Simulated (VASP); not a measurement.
Crystal: MgO.

```
Mg O
1.0
     2.89831    0.00000    0.00000
    -1.44916    2.51001    0.00000
     0.00000    0.00000    2.64346
Mg O
1 1
Cartesian
  0.0000 0.0000 0.0000
  0.0000 1.6733 1.3217
```

This cell differs from its parent crystal: volume scaled by 0.96.

Base run:

* Program: VASP 6.6.1
* Functional: PBEsol
* Potentials or basis: VASP PAW PBE potentials, release 64 (Mg, O)
* Cutoff: 520 eV
* k mesh: 10 × 10 × 10
* Occupations: fermi-dirac, width 0.05 eV
* Spin: no spin polarisation

Its results: band gap on the k mesh 3.24 eV, indirect (least direct gap 3.64 eV); pressure 1.5 GPa.

Question: The run is repeated on the same cell with these changes: functional from PBEsol to PBE. What comes out?

Answer: Band gap on the k mesh 3.32 eV, indirect (least direct gap 3.72 eV); pressure 5.5 GPa.

PBE binds less tightly than PBEsol, so the same cell stands under more pressure.

Caveats: the PAW data sets were made with another functional, which shifts forces and pressure a little (some runs).

A k mesh can miss the band edges.
